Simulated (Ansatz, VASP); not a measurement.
**One calculation of ZnO, two programs**

INCAR

```
PREC = Accurate ; ENCUT = 520
EDIFF = 1E-7 ; ISMEAR = 0
SIGMA = 0.05 ; LREAL = F
LASPH = T ; NELM = 100
ALGO = Normal ; ISIF = 2
LWAVE = F ; LCHARG = T
GGA = PE ; IVDW = 12
LELF = T ; LVHAR = T
NBANDS = 26
```

KPOINTS

```
regular mesh
0
Gamma
  9 9 4
```

The input POSCAR:

```
ZnO
1.0
    3.3866061734      0.0000000000      0.0000000000
   -1.6933030867      2.9328869788      0.0000000000
    0.0000000000      0.0000000000      7.2373979702
Zn O
2 2
Direct
    0.0000000000      0.0000000000      0.7500000000
    0.0000000000      0.0000000000      0.2500000000
    0.3333333333      0.6666666667      0.2500000000
    0.6666666667      0.3333333333      0.7500000000
```

Input for Ansatz:

```yaml
crystal:
  lattice:
    - [3.3866061734, 0.0, 0.0]
    - [-1.6933030867, 2.9328869788, 0.0]
    - [0.0, 0.0, 7.2373979702]
  atoms:
    - { symbol: Zn, position: [0.0, 0.0, 0.75] }
    - { symbol: Zn, position: [0.0, 0.0, 0.25] }
    - { symbol: O, position: [0.3333333333, 0.6666666667, 0.25] }
    - { symbol: O, position: [0.6666666667, 0.3333333333, 0.75] }
basis:
  ecutwfc: 420
kpoints:
  mp_grid: { grid: [9, 9, 4] }
hamiltonian:
  xc: pbe
  dispersion: d3bj
scf:
  occupations: { method: gaussian, width: 0.05 }
output:
  forces: true
  stress: true
  eigenvalues: true
```

Change from the starting cell: strain +0.030 along x and y, +0.015 along z, atoms carried along.

Alike in both runs: task single point; functional PBE; dispersion D3(BJ); k mesh 9 × 9 × 4; occupations gaussian, width 0.05 eV; no spin polarisation.

|  | VASP | Ansatz |
| --- | --- | --- |
| version | VASP 6.6.1 | Ansatz 0.2.0 |
| potentials or method | VASP PAW PBE potentials, release 64 (Zn, O), cutoff 520 eV | scalar-relativistic, plane waves, PAW |
| valence electrons in the cell | 36 | 36 |

Ansatz gave:

```
gap on the k mesh at the Fermi level (eV)                     : 0.79
least direct gap on the mesh (eV)                             : 0.79
pressure (GPa)                                                : -8.6
traceless stress, the component that is largest in VASP (GPa) : 7.14
```

Problem. Estimate VASP's values.

Solution. gap on the k mesh at the Fermi level (eV): 0.79; least direct gap on the mesh (eV): 0.79; pressure (GPa): -8.0; traceless stress, the component that is largest in VASP (GPa): 6.51.
